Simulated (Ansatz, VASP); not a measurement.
## Two plane-wave programs on C

```xyz
3
Lattice="1.9984 1.1538 1.3152 -1.9984 1.1538 1.3152 0.0000 -2.3075 1.3152" Properties=species:S:1:pos:R:3 pbc="T T T"
C     0.8620    0.0000    1.9728
C    -0.4310    0.7465    1.9728
C    -0.4310   -0.7465    1.9728
```

Alike in both runs: task single point; functional PBE; k mesh 6 × 6 × 6; occupations gaussian, width 0.1 eV; no spin polarisation.

|  | VASP | Ansatz |
| --- | --- | --- |
| version | VASP 6.6.1 | Ansatz 0.2.0 |
| potentials or method | VASP PAW PBE potentials, release 64 (C), cutoff 520 eV | scalar-relativistic, plane waves, PAW |
| valence electrons in the cell | 12 | 12 |

|  | VASP | Ansatz | Ansatz less VASP |
| --- | --- | --- | --- |
| gap on the k mesh at the Fermi level (eV) | none | none | - |
| pressure (GPa) | 19.8 | 19.1 | -0.77 |
| traceless stress, the component that is largest in VASP (GPa) | -25.44 | -24.90 | +0.542 |
| rms of the force components (eV/Å) | 0.603 | 0.558 | -0.0451 |

Atom by atom the forces differ by 0.045 eV/Å (rms over components). A gap of «none» marks a metal or a gap that the smearing closes. With one functional, cell and mesh, what is left measures potentials, basis and numerics.

The k mesh is coarse, so the values compare programs but aren't converged.
